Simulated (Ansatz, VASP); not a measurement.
## C: VASP beside Ansatz

File INCAR:

```
ALGO = Normal ; EDIFF = 1E-7
ENCUT = 520 ; GGA = PS
ISIF = 2 ; ISMEAR = 0
IVDW = 12 ; LASPH = True
LCHARG = True ; LELF = True
LREAL = False ; LVHAR = True
LWAVE = False ; NBANDS = 16
NELM = 60 ; PREC = Accurate
SIGMA = 0.15
```

Contents of KPOINTS:

```
k-points
0
Gamma
  18 18 6
```

Contents of POSCAR:

```
C
1.0
    2.4580081303      0.0000000000      0.0000000000
   -1.2290040652      2.1286974836      0.0000000000
    0.0000000000      0.0000000000      6.2346037605
C
4
Direct
    0.0000000000      0.0000000000      0.0025000000
    0.0000000000      0.0000000000      0.5025000000
    0.3333333333      0.6666666667      0.0025000000
    0.6666666667      0.3333333333      0.5025000000
```

Input for Ansatz:

```yaml
crystal:
  lattice:
    - [2.4580081303, 0.0, 0.0]
    - [-1.2290040652, 2.1286974836, 0.0]
    - [0.0, 0.0, 6.2346037605]
  atoms:
    - { symbol: C, position: [0.0, 0.0, 0.0025] }
    - { symbol: C, position: [0.0, 0.0, 0.5025] }
    - { symbol: C, position: [0.3333333333, 0.6666666667, 0.0025] }
    - { symbol: C, position: [0.6666666667, 0.3333333333, 0.5025] }
basis:
  ecutwfc: 520.0
kpoints:
  mp_grid: { grid: [18, 18, 6] }
hamiltonian:
  xc: pbesol
  pseudopotentials: { kind: paw, azcp: { folder: soft_1 } }
  dispersion: d3bj
scf:
  occupations: { method: gaussian, width: 0.15 }
output:
  forces: true
  stress: true
  eigenvalues: true
```

Change from the starting cell: engineering shear strain xy +0.0000, normal strain along z -0.0525.

Alike in both runs: task single point; functional PBEsol; dispersion D3(BJ); k mesh 18 × 18 × 6; occupations gaussian, width 0.15 eV; no spin polarisation.

|  | VASP | Ansatz |
| --- | --- | --- |
| version | VASP 6.6.1 | Ansatz 0.2.0 |
| potentials or method | VASP PAW PBE potentials, release 64 (C), cutoff 520 eV | scalar-relativistic, plane waves, PAW |
| valence electrons in the cell | 16 | 16 |

Ansatz gave:

| Property | Result |
| --- | --- |
| gap on the k mesh at the Fermi level (eV) | none |
| pressure (GPa) | 0.8 |
| traceless stress, the component that is largest in VASP (GPa) | 1.85 |

Q: Estimate VASP's values.

A: gap on the k mesh at the Fermi level (eV): none; pressure (GPa): 1.6; traceless stress, the component that is largest in VASP (GPa): 0.98.

VASP's potentials were made for PBE, not for PBEsol, and Ansatz warns of the same on its side. A gap of «none» marks a metal or a gap that the smearing closes.
